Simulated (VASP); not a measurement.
Set up this calculation in VASP 6.6.1, as the native input.

- Task: single point
- Functional: r2SCAN
- Potentials or basis: VASP PAW PBE potentials, release 64 (Al, Ti_sv)
- Cutoff: 520 eV
- k mesh: 2 × 2 × 2
- Occupations: gaussian, width 0.15 eV
- Spin: no spin polarisation
- Dipole correction: no
- Further INCAR settings: LREAL = Auto; ALGO = Normal; EDIFF = 1e-07; NBANDS = 72

TiAl30 (a cell with a defect):

```
Al Ti
1.0
     8.10000    0.00000    0.00000
     0.00000    8.10000    0.00000
     0.00000    0.00000    8.10000
Al Ti
30 1
Direct
  0.49511 0.99980 0.00527
  0.75369 0.25422 0.99668
  0.73352 0.99980 0.25627
  0.99831 0.99989 0.99765
  0.24879 0.24579 0.00337
  0.49628 0.49981 0.99152
  0.75373 0.74553 0.99664
  0.50889 0.27274 0.24431
  0.75753 0.49982 0.24850
  0.74999 0.24899 0.50111
  0.75343 0.99988 0.75288
  0.00107 0.49989 0.00115
  0.24882 0.75397 0.00345
  0.00402 0.24530 0.24863
  0.24327 0.49980 0.24314
  0.50902 0.72677 0.24419
  0.00470 0.99985 0.49551
  0.24401 0.27339 0.50921
  0.50595 0.49978 0.50576
  0.74994 0.75078 0.50112
  0.25602 0.99984 0.73360
  0.50143 0.24847 0.74930
  0.74993 0.49989 0.75003
  0.00407 0.75445 0.24866
  0.99134 0.49986 0.49587
  0.24398 0.72625 0.50927
  0.99667 0.25492 0.75358
  0.24886 0.49988 0.75774
  0.50145 0.75131 0.74926
  0.99667 0.74483 0.75360
  0.32522 0.99956 0.32660
```

The input as run:

POSCAR

```
TiAl30
1.0
    8.1000000000      0.0000000000      0.0000000000
    0.0000000000      8.1000000000      0.0000000000
    0.0000000000      0.0000000000      8.1000000000
Al Ti
30 1
Direct
    0.4951124691     -0.0001982716      0.0052732099
    0.7536862963      0.2542159259     -0.0033161728
    0.7335198765     -0.0002048148      0.2562722222
   -0.0016855556     -0.0001135802     -0.0023471605
    0.2487909877      0.2457922222      0.0033690123
    0.4962824691      0.4998082716     -0.0084834568
    0.7537346914      0.7455283951     -0.0033550617
    0.5088859259      0.2727385185      0.2443116049
    0.7575286420      0.4998151852      0.2485037037
    0.7499930864      0.2489908642      0.5011074074
    0.7534285185     -0.0001211111      0.7528828395
    0.0010709877      0.4998866667      0.0011532099
    0.2488190123      0.7539679012      0.0034492593
    0.0040238272      0.2452967901      0.2486292593
    0.2432720988      0.4997969136      0.2431354321
    0.5090175309      0.7267667901      0.2441914815
    0.0046990123     -0.0001507407      0.4955050617
    0.2440080247      0.2733876543      0.5092083951
    0.5059549383      0.4997833333      0.5057564198
    0.7499359259      0.7507819753      0.5011169136
    0.2560217284     -0.0001627160      0.7335990123
    0.5014302469      0.2484656790      0.7493008642
    0.7499253086      0.4998918519      0.7500329630
    0.0040680247      0.7544502469      0.2486577778
   -0.0086640741      0.4998619753      0.4958718519
    0.2439793827      0.7262453086      0.5092685185
   -0.0033330864      0.2549167901      0.7535841975
    0.2488618519      0.4998818519      0.7577355556
    0.5014453086      0.7513128395      0.7492559259
   -0.0033334568      0.7448302469      0.7536045679
    0.3252176543     -0.0004412346      0.3266034568
```

INCAR.step1

```
PREC = Accurate
ENCUT = 520
ISMEAR = 0
SIGMA = 0.15
LREAL = Auto
LASPH = True
NELM = 60
NBANDS = 72
GGA = PE
ALGO = Normal
EDIFF = 1E-4
LWAVE = True
LCHARG = False
```

INCAR.step2

```
PREC = Accurate
ENCUT = 520
EDIFF = 1E-7
ISMEAR = 0
SIGMA = 0.15
LREAL = Auto
LASPH = True
NELM = 60
ALGO = Normal
ISIF = 2
LWAVE = False
LCHARG = False
METAGGA = R2SCAN
LMIXTAU = True
NBANDS = 72
ISTART = 1
```

KPOINTS

```
regular mesh
0
Gamma
  2 2 2
```

Potentials or basis: VASP PAW PBE potentials, release 64 (Al, Ti_sv).

Run with:

```bash
$ cat potpaw_PBE.64/Al/POTCAR potpaw_PBE.64/Ti_sv/POTCAR > POTCAR
$ cp INCAR.step1 INCAR
$ mpirun -np 1 vasp_std > vasp.out
$ cp INCAR.step2 INCAR
$ mpirun -np 1 vasp_std > vasp.out
```

Results of the run:

| Quantity | Value |
| --- | --- |
| Pressure | -4.1 GPa |
| Largest force | 1.208 eV/Å |
| Band gap on the k mesh | zero (bands 51 and 52 overlap by 0.67 eV) |

Caveat: the k points lie up to 0.39 Å⁻¹ apart, too coarse for converged energies and pressures of a metal; the PAW data sets were made with another functional, which shifts forces and pressure a little.

Wall time 14 min on 1 thread of Intel(R) Xeon(R) 6975P-C (Granite Rapids), with other jobs on the host, peak memory 0.63 GiB.
